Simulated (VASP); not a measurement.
# GaPtC2N2 (P-1) in VASP: single point with PBE

Aim: the single point of GaPtC2N2 with PBE.

Program: VASP 6.6.1. These are calculated values, not measurements. Logs are shortened: lines on timing, memory, paths and dates and some standing lists are left out, and cuts for length are marked.

**1. The cell of the first run**

The typed cell holds 6 atoms: a = 2.976 Å, b = 2.976 Å, c = 10.665 Å, α = 97.57°, β = 97.77°, γ = 120.07°.

**2. Single point, PBE**

The input, INCAR:

```
SYSTEM = GaPtC2N2
PREC = Accurate
ENCUT = 1330
EDIFF = 1E-6
ISMEAR = 0
SIGMA = 0.1
LREAL = .FALSE.
LASPH = .TRUE.
NELM = 120
ALGO = Normal
ISIF = 2
LWAVE = .FALSE.
LCHARG = .FALSE.
GGA = PE
NBANDS = 34
GGA_COMPAT = .FALSE.
```

The input, KPOINTS:

```
regular mesh
0
G
  6 6 2
  0 0 0
```

The input, POSCAR:

```
GaPtC2N2
1.0
    2.9734763147     -0.0497364687     -0.1218557870
   -1.4576621993      2.5853595210     -0.2116060178
   -1.0336881474     -1.3382654715     10.5299974520
Ga Pt C N
1 1 2 2
Direct
    0.5000000000      0.5000000000      0.5000000000
    0.0000000000      0.0000000000      0.0000000000
    0.8081291955      0.8078671560      0.8092869390
    0.1918708045      0.1921328440      0.1907130610
    0.6926614085      0.6919215859      0.6958421371
    0.3073385915      0.3080784141      0.3041578629
```

Potentials or basis: VASP PAW PBE potentials, release 64 (Ga_d, Pt_sv_GW, C_h, N_h).

Command:

```console
$ cat potpaw_PBE.64/Ga_d/POTCAR potpaw_PBE.64/Pt_sv_GW/POTCAR potpaw_PBE.64/C_h/POTCAR potpaw_PBE.64/N_h/POTCAR > POTCAR
$ mpirun -np 1 vasp_std > vasp.out
```

OUTCAR:

```text
SYSTEM = GaPtC2N2
   PREC = Accurate
   ENCUT = 1330
   EDIFF = 1E-6
   ISMEAR = 0
   LREAL = .FALSE.
   LASPH = .TRUE.
   NELM = 120
   ISIF = 2
   GGA = PE

 ion  position               nearest neighbor table
   1  0.500  0.500  0.500-   5 2.01   6 2.01
   2  0.000  0.000  0.000-   3 1.96   4 1.96
   3  0.808  0.808  0.809-   5 1.17   2 1.96
   4  0.192  0.192  0.191-   6 1.17   2 1.96
   5  0.693  0.692  0.696-   3 1.17   1 2.01
   6  0.307  0.308  0.304-   4 1.17   1 2.01

  LATTYP: Found a triclinic cell.
 ALAT       =     2.9729233880
 B/A-ratio  =     1.0011652995
 C/A-ratio  =     3.4571731021
 COS(alpha) =     0.0042996544
 COS(beta)  =     0.0120013207
 COS(gamma) =     0.4997143416

  Lattice vectors:

 A1 = (  -1.5158141154,  -2.5356230523,   0.3334618048)
 A2 = (  -2.9734763147,   0.0497364687,   0.1218557870)
 A3 = (  -0.4821259680,  -1.1973575808, -10.1965356472)

Analysis of symmetry for initial positions (statically):
=====================================================================
 Subroutine PRICEL returns:
 Original cell was already a primitive cell.

 Routine SETGRP: Setting up the symmetry group for a
 triclinic supercell.

 Subroutine GETGRP returns: Found  2 space group operations
 (whereof  2 operations were pure point group operations)
 out of a pool of  2 trial point group operations.

The static configuration has the point symmetry S_2 .

Analysis of symmetry for dynamics (positions and initial velocities):
=====================================================================
 Subroutine PRICEL returns:
 Original cell was already a primitive cell.

 Routine SETGRP: Setting up the symmetry group for a
 triclinic supercell.

 Subroutine GETGRP returns: Found  2 space group operations
 (whereof  2 operations were pure point group operations)
 out of a pool of  2 trial point group operations.

The dynamic configuration has the point symmetry S_2 .

 Subroutine INISYM returns: Found  2 space group operations
 (whereof  2 operations are pure point group operations),
 and found     1 'primitive' translations

----------------------------------------------------------------------------------------

                                     Primitive cell

  volume of cell :      78.7697

[... 95 lines left out ...]
   NELM   =    120;   NELMIN=  2; NELMDL= -5     # of ELM steps
   EDIFF  = 0.1E-05   stopping-criterion for ELM
   LREAL  =      F    real-space projection
   EDIFFG = 0.1E-04   stopping-criterion for IOM
   NSW    =      0    number of steps for IOM
   IBRION =     -1    ionic relax: 0-MD 1-quasi-New 2-CG
   NFREE  =      0    steps in history (QN), initial steepest desc. (CG)
   ISIF   =      2    stress and relaxation
   ISYM   =      2    0-nonsym 1-usesym 2-fastsym
   POTIM  = 0.5000    time-step for ionic-motion
   TEBEG  =    0.0;   TEEND  =   0.0 temperature during run
   PSTRESS=    0.0 pullay stress
   NELECT =      49.0000    total number of electrons
   NUPDOWN=      -1.0000    fix difference up-down
   EMIN   =  10.00;   EMAX   =-10.00  energy-range for DOS
   EFERMI =   0.00;   METHOD = LEGACY
   ISMEAR =     0;   SIGMA  =   0.10  broadening in eV -4-tet -1-fermi 0-gaus
   EFERMI_NEDOS =   21; number of points for ismear=-14 and -15
   IALGO  =     38    algorithm
   IMIX   =      4    mixing-type and parameters
     AMIX     =   0.40;   BMIX     =  1.00
     AMIX_MAG =   1.60;   BMIX_MAG =  1.00
  volume/ion in A,a.u.               =      13.13        88.59
  Fermi-wavevector in a.u.,A,eV,Ry     =   1.397506  2.640904 26.572503  1.953024
  Thomas-Fermi vector in A             =   2.520756
   LORBIT       =      0    0 simple, 1 ext, 2 COOP (PROOUT), +10 PAW based schemes
   GGA     = PE    functional components
   LHFCALC =     F    Hartree Fock is set to
   AEXX    =    0.0000 exact exchange contribution
   IVDW    =     0    specifies the selected vdW correction
   LEPSILON=     F    determine dielectric tensor
   LRPA    =     F    only Hartree local field effects (RPA)
 non-spin polarized calculation
 Gauss-broadening in eV      SIGMA  =   0.10
  energy-cutoff  :     1330.00
  volume of cell :       78.77
 maximum number of plane-waves:      8711
   NGX = 17   NGY = 17   NGZ = 63

 number of electron      48.9999999 magnetization

 Free energy of the ion-electron system (eV)
  ---------------------------------------------------
  ext. energy  EPLUGINS =         0.00000000
  ---------------------------------------------------
  free energy    TOTEN  =       -42.08034311 eV

  energy without entropy =      -42.07571071  energy(sigma->0) =      -42.07802691

 E-fermi :   4.6266     XC(G=0): -10.8210

 val. band max:        3.9358695672   @ k =  -0.0000   0.5000   0.5000
 cond. band min:       4.6523677986   @ k =   0.5000   0.5000   0.5000
 fundamental gap:      0.7164982314
 Fermi energy:         4.6266204304

 k-point     1 :       0.0000    0.0000    0.0000
  band No.  band energies     occupation
      1     -94.4145      2.00000
      2     -48.8976      2.00000
      3     -48.2554      2.00000
      4     -48.2546      2.00000
      5     -14.0145      2.00000
      6     -13.9114      2.00000
[... 877 lines left out ...]
     33      13.9000      0.00000
     34      14.5531      0.00000

 [... further k-points ...]

------------------------ aborting loop because EDIFF is reached ----------------------------------------

  FORCE on cell =-STRESS in cart. coord.  units (eV):
  Direction    XX          YY          ZZ          XY          YZ          ZX
  --------------------------------------------------------------------------------------
  -------------------------------------------------------------------------------------
  Total       -0.1698222     -0.1656018      0.2756134      0.0240772     -0.0637381     -0.0353303
  in kB       -3.4541863     -3.3683438      5.6059806      0.4897297     -1.2964337     -0.7186183
  external PRESSURE =      -0.4055165 kB  Pullay stress =       0.0000000 kB

 VOLUME and BASIS-vectors are now :
 -----------------------------------------------------------------------------
  energy-cutoff  :     1330.00
  volume of cell :       78.77
      direct lattice vectors                 reciprocal lattice vectors
     2.973476315 -0.049736469 -0.121855787     0.342017810  0.197638326  0.058692541
    -1.457662199  2.585359521 -0.211606018     0.008719091  0.395897569  0.051170845
    -1.033688147 -1.338265471 10.529997452     0.004133131  0.010242897  0.096674295

 POSITION                                       TOTAL-FORCE (eV/Angst)
 -----------------------------------------------------------------------------------
      0.24106      0.59868      5.09827         0.000000     -0.000000      0.000000
      0.00000      0.00000      0.00000         0.000000     -0.000000      0.000000
      0.38881      0.96539      8.25236         0.000713      0.001581      0.013816
      0.09332      0.23196      1.94417        -0.000713     -0.001581     -0.013816
      0.33174      0.82319      7.09640        -0.000069      0.000413      0.011450
      0.15039      0.37416      3.10014         0.000069     -0.000413     -0.011450
 -----------------------------------------------------------------------------------
    total drift:                               -0.000000      0.000000      0.000000

  FREE ENERGIE OF THE ION-ELECTRON SYSTEM (eV)
  ---------------------------------------------------
  free  energy   TOTEN  =       -42.0803431098 eV

  energy  without entropy=      -42.0757107139  energy(sigma->0) =      -42.07802691
```

stdout:

```text
POSCAR found type information on POSCAR GaPtC N
 POSCAR found :  4 types and       6 ions
 scaLAPACK will be used
 LDA part: xc-table for (Slater+PW92), standard interpolation
 POSCAR, INCAR and KPOINTS ok, starting setup
 FFT: planning ... GRIDC
 FFT: planning ... GRID_SOFT
 FFT: planning ... GRID
 WAVECAR not read
 entering main loop
```

It took 10 min on 1 thread of Intel Xeon Platinum 8259CL at 2.50GHz (Skylake/Cascade Lake), shared host; peak memory 0.76 GiB.

Results:

```yaml
Free_energy: -42.0803 eV
Pressure: 0.0 GPa
Largest_force: 0.014 eV/Å
Band_gap_on_the_k_mesh: zero (an odd number of electrons rules out a gap without spin polarisation)
```

Forces on the atoms (eV/Å):
```
Ga   0.000  0.000  0.000
Pt   0.000  0.000  0.000
C    0.001  0.002  0.014
C   -0.001 -0.002 -0.014
N    0.000  0.000  0.011
N    0.000  0.000 -0.011
```

Levels at points of the mesh, in eV from the Fermi level:
```csv
k point,band 22,band 23,band 24,band 25,band 26,band 27
"(0.00, 0.00, 0.00)",-2.59,-2.55,-1.52,-1.51,5.28,5.61
"(0.50, 0.00, 0.00)",-2.03,-1.39,-0.69,0.03,0.97,1.41
"(0.00, 0.50, 0.00)",-2.03,-1.39,-0.69,0.03,0.97,1.41
"(0.50, 0.50, 0.00)",-2.11,-1.97,-0.69,0.58,0.86,1.65
"(0.00, 0.00, 0.50)",-2.55,-2.26,-1.55,-1.55,4.87,5.79
"(0.50, 0.00, 0.50)",-2.10,-1.98,-0.69,0.59,0.87,1.66
"(0.00, 0.50, 0.50)",-2.10,-1.98,-0.69,0.59,0.87,1.66
"(0.50, 0.50, 0.50)",-2.02,-1.39,-0.69,0.03,0.96,1.40
```

Caveat: the k points lie up to 0.42 Å⁻¹ apart, too coarse for converged energies and pressures of a metal; spin-orbit coupling is left out, which moves the levels of the heavy elements; an odd number of electrons without spin polarisation forces a metal; a magnetic or distorted state may lie lower.

The gap in the log of VASP goes by the Fermi energy; the results here count the filled bands.